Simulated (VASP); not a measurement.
MgB2, 3 atoms in the cell. Symmetry: P6/mmm, No. 191, hexagonal system. The conventional cell has a = 3.043 Å, b = 3.043 Å, c = 3.475 Å, α = 90.00°, β = 90.00°, γ = 120.00°. Within 3.3 Å of Mg (site symmetry 6/mmm) lie 12 B at 2.47 Å and 6 Mg at 3.04 Å. B (site symmetry -6m2) has 3 B at 1.76 Å within 2.3 Å. 

| Item | Value |
| --- | --- |
| Program | VASP 6.6.1 |
| Task | single point |
| Functional | revPBE |
| Potentials or basis | VASP PAW PBE potentials, release 64 (Mg, B) |
| Cutoff | 520 eV |
| k mesh | 10 × 10 × 8 |
| Occupations | fermi-dirac, width 0.05 eV |
| Spin | no spin polarisation |
| Dipole correction | no |
| Further INCAR settings | ALGO = Normal; EDIFF = 1e-06; NBANDS = 11 |

Potentials or basis: VASP PAW PBE potentials, release 64 (Mg, B).

Command:

```sh
$ cat potpaw_PBE.64/Mg/POTCAR potpaw_PBE.64/B/POTCAR > POTCAR
$ mpirun -np 1 vasp_std > vasp.out
```

Hardware: 1 thread of Intel Xeon 6975P-C (shared host).

Q: Estimate the wall time of this run.

A: Wall time 9.5 s on 1 thread of Intel Xeon 6975P-C, with other jobs on the host, peak memory 0.16 GiB. Counts: scf iterations 12, k points 70.
